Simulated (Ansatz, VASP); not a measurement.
**Two plane-wave programs on Ti4N3O**

Contents of INCAR:

```
PREC = Accurate ; ENCUT = 520
EDIFF = 1E-6 ; ISMEAR = 0
SIGMA = 0.1 ; LREAL = F
LASPH = T ; NELM = 150
ALGO = Normal ; ISIF = 2
LWAVE = F ; LCHARG = F
ISPIN = 2 ; MAGMOM = 1 1 1 1 0 0 0 0
LORBIT = 11 ; LMAXMIX = 4
GGA = PE ; NBANDS = 48
```

KPOINTS

```
regular mesh
0
Gamma
  4 4 4
```

Contents of POSCAR:

```
Ti4N3O
1.0
    4.2545000000      0.0000000000      0.0000000000
    0.0000000000      4.2545000000      0.0000000000
    0.0000000000      0.0000000000      4.2545000000
Ti N O
4 3 1
Direct
    0.0000000000      0.0000000000      0.0000000000
    0.5000000000      0.0000000000      0.5000000000
    0.0000000000      0.5000000000      0.5000000000
    0.5000000000      0.5000000000      0.0000000000
    0.0000000000      0.5000000000      0.0000000000
    0.5000000000      0.0000000000      0.0000000000
    0.0000000000      0.0000000000      0.5000000000
    0.5000000000      0.5000000000      0.5000000000
```

Input for Ansatz:

```yaml
crystal:
  lattice:
    - [4.2545, 0.0, 0.0]
    - [0.0, 4.2545, 0.0]
    - [0.0, 0.0, 4.2545]
  atoms:
    - { symbol: Ti, position: [0.0, 0.0, 0.0], spin: 1.0 }
    - { symbol: Ti, position: [0.5, 0.0, 0.5], spin: 1.0 }
    - { symbol: Ti, position: [0.0, 0.5, 0.5], spin: 1.0 }
    - { symbol: Ti, position: [0.5, 0.5, 0.0], spin: 1.0 }
    - { symbol: "N", position: [0.0, 0.5, 0.0] }
    - { symbol: "N", position: [0.5, 0.0, 0.0] }
    - { symbol: "N", position: [0.0, 0.0, 0.5] }
    - { symbol: O, position: [0.5, 0.5, 0.5] }
basis:
  ecutwfc: 420
kpoints:
  mp_grid: { grid: [4, 4, 4] }
hamiltonian:
  xc: pbe
scf:
  occupations: { method: gaussian, width: 0.1 }
  lower_state_search: "off"
output:
  forces: true
  stress: true
  eigenvalues: true
  populations: true
magnetization:
  spin_polarized: true
```

Alike in both runs: task single point; functional PBE; k mesh 4 × 4 × 4; occupations gaussian, width 0.1 eV; collinear spin.

|  | VASP | Ansatz |
| --- | --- | --- |
| version | VASP 6.6.1 | Ansatz 0.2.0 |
| potentials or method | VASP PAW PBE potentials, release 64 (Ti_sv, N, O), cutoff 520 eV | scalar-relativistic, plane waves, PAW |
| valence electrons in the cell | 69 | 69 |

|  | VASP | Ansatz | Ansatz less VASP |
| --- | --- | --- | --- |
| gap on the k mesh at the Fermi level (eV) | none | none | - |
| pressure (GPa) | 0.0 | -0.4 | -0.47 |
| net moment per atom (μB) | 0.00 | 0.00 | 0.000 |

A gap of «none» marks a metal or a gap that the smearing closes. Ansatz's warnings: seeded moment not kept.

The k mesh is coarse, so the values compare programs but aren't converged.
